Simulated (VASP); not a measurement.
# H6CNF (R3m) in VASP: single point with LDA

Aim: the single point of H6CNF with LDA.

Everything below comes from runs of VASP 6.6.1. Logs are shortened: lines on timing, memory, paths and dates and some standing lists are left out, and cuts for length are marked.

### Step 1. The cell of the first run

Symmetry: R3m, No. 160, trigonal system. The conventional cell has a = 4.487 Å, b = 4.487 Å, c = 13.652 Å, α = 90.00°, β = 90.00°, γ = 120.00°. H (site symmetry m) has 1 N at 1.06 Å within 1.4 Å. Within 1.5 Å of H (site symmetry m) lie 1 C at 1.10 Å. C (site symmetry 3m) has 3 H at 1.10 Å and 1 N at 1.48 Å within 1.5 Å. Within 1.4 Å of N (site symmetry 3m) lie 3 H at 1.06 Å. F (site symmetry 3m) has 3 H at 1.63 Å within 2.2 Å.

### Step 2. Single point, LDA

File POSCAR:

```
H6CNF
1.0
    5.2363220000      0.0000000000      0.0000000000
    3.3142546494      4.0539837452      0.0000000000
    3.3142546494      1.5713483461      3.7370641661
H C N F
6 1 1 1
Direct
    0.7714710000      0.3857690000      0.7714710000
    0.3857690000      0.7714710000      0.7714710000
    0.3484710000      0.3484710000      0.7456030000
    0.7714710000      0.7714710000      0.3857690000
    0.7456030000      0.3484710000      0.3484710000
    0.3484710000      0.7456030000      0.3484710000
    0.5084790000      0.5084790000      0.5084790000
    0.6171710000      0.6171710000      0.6171710000
    0.0016290000      0.0016290000      0.0016290000
```

File INCAR.step1:

```
ALGO = Normal
EDIFF = 1E-6
ENCUT = 520
GGA = CA
ISIF = 2
ISMEAR = 0
LASPH = T
LCHARG = T
LREAL = F
LWAVE = F
NBANDS = 21
NELM = 80
PREC = Accurate
SIGMA = 0.01
```

File KPOINTS.step1:

```
k-points
0
Gamma
  6 6 6
```

File INCAR.step2:

```
ALGO = Normal
EDIFF = 1E-6
ENCUT = 520
GGA = CA
ICHARG = 11
ISIF = 2
ISMEAR = -5
LASPH = T
LCHARG = F
LORBIT = 10
LREAL = F
LWAVE = F
NEDOS = 2001
NELM = 80
PREC = Accurate
SIGMA = 0.01
```

File KPOINTS.step2:

```
k-points
0
Gamma
  9 9 9
```

Potentials or basis: VASP PAW LDA potentials, release 64 (H, C, N, F).

Command:

```
$ cat potpaw_LDA.64/H/POTCAR potpaw_LDA.64/C/POTCAR potpaw_LDA.64/N/POTCAR potpaw_LDA.64/F/POTCAR > POTCAR
$ cp INCAR.step1 INCAR
$ cp KPOINTS.step1 KPOINTS
$ mpirun -np 1 vasp_std > vasp.out
$ cp INCAR.step2 INCAR
$ cp KPOINTS.step2 KPOINTS
$ mpirun -np 1 vasp_std > vasp.out
```

OUTCAR:

```text
EDIFF = 1E-6
   ENCUT = 520
   GGA = CA
   ICHARG = 11
   ISIF = 2
   ISMEAR = -5
   LASPH = T
   LORBIT = 10
   LREAL = F
   NELM = 80
   PREC = Accurate

 ion  position               nearest neighbor table
   1  0.771  0.386  0.771-   8 1.06
   2  0.386  0.771  0.771-   8 1.06
   3  0.348  0.348  0.746-   7 1.10
   4  0.771  0.771  0.386-   8 1.06
   5  0.746  0.348  0.348-   7 1.10
   6  0.348  0.746  0.348-   7 1.10
   7  0.508  0.508  0.508-   3 1.10   6 1.10   5 1.10   8 1.48
   8  0.617  0.617  0.617-   4 1.06   1 1.06   2 1.06   7 1.48
   9  0.002  0.002  0.002-

  LATTYP: Found a trigonal (rhomboedric) cell.
 ALAT       =     5.2363220000
 COS(alpha) =     0.6329356081

  Lattice vectors:

 A1 = (   5.2363220000,   0.0000000000,   0.0000000000)
 A2 = (   3.3142546494,   4.0539837452,   0.0000000000)
 A3 = (   3.3142546494,   1.5713483461,   3.7370641661)

Analysis of symmetry for initial positions (statically):
=====================================================================
 Subroutine PRICEL returns:
 Original cell was already a primitive cell.

 Routine SETGRP: Setting up the symmetry group for a
 trigonal (rhombohedral) supercell.

 Subroutine GETGRP returns: Found  6 space group operations
 (whereof  6 operations were pure point group operations)
 out of a pool of 12 trial point group operations.

The static configuration has the point symmetry C_3v.

Analysis of symmetry for dynamics (positions and initial velocities):
=====================================================================
 Subroutine PRICEL returns:
 Original cell was already a primitive cell.

 Routine SETGRP: Setting up the symmetry group for a
 trigonal (rhombohedral) supercell.

 Subroutine GETGRP returns: Found  6 space group operations
 (whereof  6 operations were pure point group operations)
 out of a pool of 12 trial point group operations.

The dynamic configuration has the point symmetry C_3v.

 Subroutine INISYM returns: Found  6 space group operations
 (whereof  6 operations are pure point group operations),
 and found     1 'primitive' translations

----------------------------------------------------------------------------------------

                                     Primitive cell

  volume of cell :      79.3303

  direct lattice vectors                    reciprocal lattice vectors
     5.236322000  0.000000000  0.000000000     0.190973741 -0.156126824 -0.103719381
     3.314254649  4.053983745  0.000000000     0.000000000  0.246670945 -0.103719381
     3.314254649  1.571348346  3.737064166     0.000000000  0.000000000  0.267589732

  length of vectors
     5.236322000  5.236322000  5.236322000     0.267589732  0.267589732  0.267589732

  position of ions in fractional coordinates (direct lattice)
     0.771471000  0.385769000  0.771471000
     0.385769000  0.771471000  0.771471000
     0.348471000  0.348471000  0.745603000
     0.771471000  0.771471000  0.385769000
     0.745603000  0.348471000  0.348471000
     0.348471000  0.745603000  0.348471000
     0.508479000  0.508479000  0.508479000
     0.617171000  0.617171000  0.617171000
     0.001629000  0.001629000  0.001629000

  ion indices of the primitive-cell ions
   primitive index   ion index
                 1           1
                 2           2
                 3           3
                 4           4
                 5           5
                 6           6
                 7           7
                 8           8
                 9           9

----------------------------------------------------------------------------------------

 KPOINTS: k-points

Automatic generation of k-mesh.
 Grid dimensions read from file:
 generate k-points for:    9    9    9

 Generating k-lattice:

  Cartesian coordinates                     Fractional coordinates (reciprocal lattice)
     0.021219305 -0.017347425 -0.011524376     0.111111111  0.000000000  0.000000000
     0.000000000  0.027407883 -0.011524376     0.000000000  0.111111111  0.000000000
     0.000000000  0.000000000  0.029732192     0.000000000  0.000000000  0.111111111

  Length of vectors
     0.029732192  0.029732192  0.029732192

  Shift w.r.t. Gamma in fractional coordinates (k-lattice)
     0.000000000  0.000000000  0.000000000

 TETIRR: Found    369 inequivalent tetrahedra from     4374

 Subroutine IBZKPT returns following result:
 ===========================================

 Found     85 irreducible k-points:

 Following reciprocal coordinates:
            Coordinates               Weight
  0.000000  0.000000  0.000000      1.000000
  0.111111  0.000000  0.000000      6.000000
  0.222222  0.000000  0.000000      6.000000
  0.333333 -0.000000 -0.000000      6.000000
  0.444444  0.000000  0.000000      6.000000
  0.111111  0.111111  0.000000      6.000000
[... 16 lines left out ...]
 -0.333333  0.333333  0.000000      6.000000
  0.444444  0.444444  0.000000      6.000000
 [... further k-points ...]
   k-points           NKPTS =     85   k-points in BZ     NKDIM =     85   number of bands    NBANDS=     16
   number of dos      NEDOS =   2001   number of ions     NIONS =      9
   total plane-waves  NPLWV =  64000
   dimension x,y,z NGX =    40 NGY =   40 NGZ =   40
   dimension x,y,z NGXF=    80 NGYF=   80 NGZF=   80
   ions per type =               6   1   1   1
   NGX,Y,Z   is equivalent  to a cutoff of  12.70, 12.70, 12.70 a.u.
   NGXF,Y,Z  is equivalent  to a cutoff of  25.40, 25.40, 25.40 a.u.
 SYSTEM =  unknown system
   PREC   = accura    normal or accurate (medium, high low for compatibility)
   ISTART =      0    job   : 0-new  1-cont  2-samecut
   ICHARG =     11    charge: 1-file 2-atom 10-const
   ISPIN  =      1    spin polarized calculation?
   LNONCOLLINEAR =      F non collinear calculations
   LSORBIT =      F    spin-orbit coupling
   LASPH  =      T    aspherical Exc in radial PAW
   ENCUT  =  520.0 eV  38.22 Ry    6.18 a.u.   9.74  9.74  9.74*2*pi/ulx,y,z
   NELM   =     80;   NELMIN=  2; NELMDL=  0     # of ELM steps
   EDIFF  = 0.1E-05   stopping-criterion for ELM
   LREAL  =      F    real-space projection
   EDIFFG = 0.1E-04   stopping-criterion for IOM
   NSW    =      0    number of steps for IOM
   IBRION =     -1    ionic relax: 0-MD 1-quasi-New 2-CG
   NFREE  =      0    steps in history (QN), initial steepest desc. (CG)
   ISIF   =      2    stress and relaxation
   ISYM   =      2    0-nonsym 1-usesym 2-fastsym
   POTIM  = 0.5000    time-step for ionic-motion
   TEBEG  =    0.0;   TEEND  =   0.0 temperature during run
   PSTRESS=    0.0 pullay stress
   NELECT =      22.0000    total number of electrons
   NUPDOWN=      -1.0000    fix difference up-down
   EMIN   =  10.00;   EMAX   =-10.00  energy-range for DOS
   EFERMI =   0.00;   METHOD = LEGACY
   ISMEAR =    -5;   SIGMA  =   0.01  broadening in eV -4-tet -1-fermi 0-gaus
   EFERMI_NEDOS =   21; number of points for ismear=-14 and -15
   IALGO  =     38    algorithm
   IMIX   =      4    mixing-type and parameters
     AMIX     =   0.40;   BMIX     =  1.00
     AMIX_MAG =   1.60;   BMIX_MAG =  1.00
  volume/ion in A,a.u.               =       8.81        59.48
  Fermi-wavevector in a.u.,A,eV,Ry     =   1.067586  2.017444 15.507094  1.139739
  Thomas-Fermi vector in A             =   2.203207
   LORBIT       =     10    0 simple, 1 ext, 2 COOP (PROOUT), +10 PAW based schemes
   GGA     = CA    functional components
   LHFCALC =     F    Hartree Fock is set to
   AEXX    =    0.0000 exact exchange contribution
   IVDW    =     0    specifies the selected vdW correction
   LEPSILON=     F    determine dielectric tensor
   LRPA    =     F    only Hartree local field effects (RPA)
 non-spin polarized calculation
 Fermi weights with tetrahedron method with Bloechl corrections
  energy-cutoff  :      520.00
  volume of cell :       79.33
 maximum number of plane-waves:      2153

 number of electron      22.0000002 magnetization

 Free energy of the ion-electron system (eV)
  ---------------------------------------------------
  ext. energy  EPLUGINS =         0.00000000
  ---------------------------------------------------
  free energy    TOTEN  =       -48.04620163 eV

  energy without entropy =      -48.04620163  energy(sigma->0) =      -48.04620163

 E-fermi :  -3.4863     XC(G=0):  -7.8794

 val. band max:       -3.4936149286   @ k =  -0.4444   0.1111   0.0000
 cond. band min:       2.3019937343   @ k =   0.0000   0.0000   0.0000
 fundamental gap:      5.7956086628
 Fermi energy:        -3.4862606881

 k-point     1 :       0.0000    0.0000    0.0000
  band No.  band energies     occupation
      1     -22.4593      2.00000
      2     -19.2975      2.00000
      3     -13.0350      2.00000
      4      -9.3186      2.00000
      5      -9.3186      2.00000
      6      -7.8366      2.00000
[... 8 lines left out ...]
     15       6.5612      0.00000
     16       7.5416      0.00000
[... 419 lines left out ...]
 k-point    24 :       0.4444    0.4444    0.0000
  band No.  band energies     occupation
      1     -22.3572      2.00000
      2     -19.4343      2.00000
      3     -13.1499      2.00000
      4      -9.4996      2.00000
      5      -9.2298      2.00000
      6      -7.5220      2.00000
[... 8 lines left out ...]
     15       6.8910      0.00000
     16       7.9194      0.00000

 [... further k-points ...]

------------------------ aborting loop because EDIFF is reached ----------------------------------------

  FORCE on cell =-STRESS in cart. coord.  units (eV):
  Direction    XX          YY          ZZ          XY          YZ          ZX
  --------------------------------------------------------------------------------------
  -------------------------------------------------------------------------------------
  Total       -1.2169876     -0.8618328     -0.8042988     -0.2172120     -0.0684152     -0.1443000
  in kB      -24.5786394    -17.4058289    -16.2438549     -4.3868774     -1.3817341     -2.9143243
  external PRESSURE =     -19.4094411 kB  Pullay stress =       0.0000000 kB

 VOLUME and BASIS-vectors are now :
 -----------------------------------------------------------------------------
  energy-cutoff  :      520.00
  volume of cell :       79.33
      direct lattice vectors                 reciprocal lattice vectors
     5.236322000  0.000000000  0.000000000     0.190973741 -0.156126824 -0.103719381
     3.314254649  4.053983745  0.000000000     0.000000000  0.246670945 -0.103719381
     3.314254649  1.571348346  3.737064166     0.000000000  0.000000000  0.267589732

 POSITION                                       TOTAL-FORCE (eV/Angst)
 -----------------------------------------------------------------------------------
      7.87506      2.77615      2.88304         0.182818     -0.276829      0.210428
      7.13371      4.33978      2.88304        -0.098610      0.316754      0.210428
      5.45075      2.58430      2.78637        -0.155527     -0.073738      0.192131
      7.87506      3.73371      1.44164         0.182818      0.086678     -0.336751
      6.21406      1.96027      1.30226         0.016554     -0.214419     -0.142445
      5.45075      3.57023      1.30226        -0.155527      0.148530     -0.142445
      6.03302      2.86036      1.90022         0.564421      0.267602      0.177775
      7.32263      3.47179      2.30641        -0.535581     -0.253929     -0.168692
      0.01933      0.00916      0.00609        -0.001367     -0.000648     -0.000430
 -----------------------------------------------------------------------------------
    total drift:                               -0.000203     -0.000096     -0.000064

  FREE ENERGIE OF THE ION-ELECTRON SYSTEM (eV)
  ---------------------------------------------------
  free  energy   TOTEN  =       -48.0462016283 eV

  energy  without entropy=      -48.0462016283  energy(sigma->0) =      -48.04620163

 total charge

# of ion       s       p       d       tot
------------------------------------------
    1        0.564   0.087   0.000   0.651
    2        0.564   0.087   0.000   0.651
    3        0.626   0.047   0.000   0.673
    4        0.564   0.087   0.000   0.651
    5        0.626   0.047   0.000   0.673
    6        0.626   0.047   0.000   0.673
    7        0.829   1.787   0.000   2.616
    8        1.207   2.782   0.000   3.989
    9        1.727   4.320   0.000   6.047
--------------------------------------------------
tot          7.334   9.290   0.000  16.624
```

It took 2.7 min on 1 thread of AMD EPYC 7R43 (Zen 3), shared host; peak memory 0.23 GiB.

Results:

```
Valence electrons inside the program's atomic spheres : H 0.65, 0.67 (each value once); C 2.62; N 3.99; F 6.05
```

Levels at points of the mesh, in eV from the valence-band top:
| k point | band 8 | band 9 | band 10 | band 11 | band 12 | band 13 | band 14 | band 15 |
| --- | --- | --- | --- | --- | --- | --- | --- | --- |
| (0.00, 0.00, 0.00) | -2.11 | -0.57 | -0.51 | -0.51 | 5.80 | 9.62 | 10.05 | 10.05 |
